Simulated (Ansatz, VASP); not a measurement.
**One calculation of AlIr, two programs**

```
Al Ir
1.0
     2.96973    0.00000    0.00000
     0.00000    2.96973    0.00000
     0.00000    0.00000    2.96973
Al Ir
1 1
Cartesian
  0.0000 0.0000 0.0000
  1.4849 1.4849 1.4849
```

Alike in both runs: functional LDA; k mesh 14 × 14 × 14; occupations fermi-dirac, width 0.1 eV; no spin polarisation.

Ansatz relaxed the structure, and its values are those at the end. VASP's run is a single point on that final structure, the one shown.

```csv
,VASP,Ansatz
version,VASP 6.6.1,Ansatz 0.2.0
potentials or method,"VASP PAW LDA potentials, release 64 (Al, Ir)","PAW with Ansatz's default frozen-core files, scalar-relativistic"
plane-wave cutoff (eV),520,420
valence electrons in the cell,12,20
```

```csv
,VASP,Ansatz,Ansatz less VASP
pressure (GPa),1.2,0.0,-1.25
```

LDA's correlation is that of Perdew and Zunger in VASP and of Perdew and Wang (1992) in Ansatz. VASP's potentials hold 12 valence electrons a cell and Ansatz's 20, so a difference there can come from the potentials and not from the codes.

Spin-orbit coupling is off throughout.
